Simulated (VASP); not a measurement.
Input of a VASP 6.6.1 run:

POSCAR

```
CsSnI3
1.0
    6.4287354260      0.0000000000      0.0000000000
    0.0000000000      6.4287354260      0.0000000000
    0.0000000000      0.0000000000      6.1960768926
Cs Sn I
1 1 3
Direct
    0.0000000000      0.0000000000      0.0000000000
    0.5000000000      0.5000000000      0.5000000000
    0.5000000000      0.5000000000      0.0000000000
    0.5000000000      0.0000000000      0.5000000000
    0.0000000000      0.5000000000      0.5000000000
```

Contents of INCAR.step1:

```
PREC = Accurate
ENCUT = 520
ISMEAR = 0
SIGMA = 0.01
LREAL = F
LASPH = T
NELM = 80
NBANDS = 30
GGA = PE
ALGO = Normal
EDIFF = 1E-4
LWAVE = T
LCHARG = F
```

Contents of INCAR.step2:

```
PREC = Accurate
ENCUT = 520
EDIFF = 1E-7
ISMEAR = 0
SIGMA = 0.01
LREAL = F
LASPH = T
NELM = 80
ALGO = Normal
ISIF = 2
LWAVE = F
LCHARG = F
METAGGA = R2SCAN
LMIXTAU = T
NBANDS = 30
ISTART = 1
```

File KPOINTS:

```
regular mesh
0
Gamma
  4 4 4
```

Potentials or basis: VASP PAW PBE potentials, release 64 (Cs_sv, Sn_d, I).

Launch:

```sh
$ cat potpaw_PBE.64/Cs_sv/POTCAR potpaw_PBE.64/Sn_d/POTCAR potpaw_PBE.64/I/POTCAR > POTCAR
$ cp INCAR.step1 INCAR
$ mpirun -np 1 vasp_std > vasp.out
$ cp INCAR.step2 INCAR
$ mpirun -np 1 vasp_std > vasp.out
```

**Question.** Estimate the band gap on the k mesh.

**Answer.** 0.64 eV.

**Question.** What does it give for the pressure?

**Answer.** -0.8 GPa.

Stress tensor (GPa, compression positive):
```
-1.13  0.00  0.00
 0.00 -1.13  0.00
 0.00  0.00  0.01
```

Caveat: the cell differs from its parent crystal (epitaxial xy strain +3.0%); the PAW data sets were made with another functional, which shifts forces and pressure a little; spin-orbit coupling is left out, which moves the levels of the heavy elements. A k mesh can miss the band edges.
